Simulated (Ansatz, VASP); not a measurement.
# One calculation of Ta2Si, two programs

```
Ta Si
1.0
    -3.06838    3.06838    2.51990
     3.06838   -3.06838    2.51990
     3.06838    3.06838   -2.51990
Ta Si
4 2
Direct
  0.66307 0.83693 0.50000
  0.83693 0.33693 0.17387
  0.33693 0.16307 0.50000
  0.16307 0.66307 0.82613
  0.25000 0.25000 0.00000
  0.75000 0.75000 0.00000
```

Alike in both runs: functional PBEsol; k mesh 10 × 10 × 10; occupations gaussian, width 0.1 eV; no spin polarisation.

Ansatz relaxed the structure, and its values are those at the end. VASP's run is a single point on that final structure, the one shown.

|  | VASP | Ansatz |
| --- | --- | --- |
| version | VASP 6.6.1 | Ansatz 0.2.0 |
| potentials or method | VASP PAW PBE potentials, release 64 (Ta_pv, Si), cutoff 520 eV | scalar-relativistic, plane waves, PAW |
| valence electrons in the cell | 52 | 60 |

```tsv
	VASP	Ansatz	Ansatz less VASP
gap on the k mesh at the Fermi level (eV)	none	none	-
pressure (GPa)	0.3	0.0	-0.28
```

VASP's potentials were made for PBE, not for PBEsol. A gap of «none» marks a metal or a gap that the smearing closes. With one functional, cell and mesh, what is left measures potentials, basis and numerics. VASP's potentials hold 52 valence electrons a cell and Ansatz's 60, so a difference there can come from the potentials and not from the codes.

Neither program's run includes spin-orbit coupling.
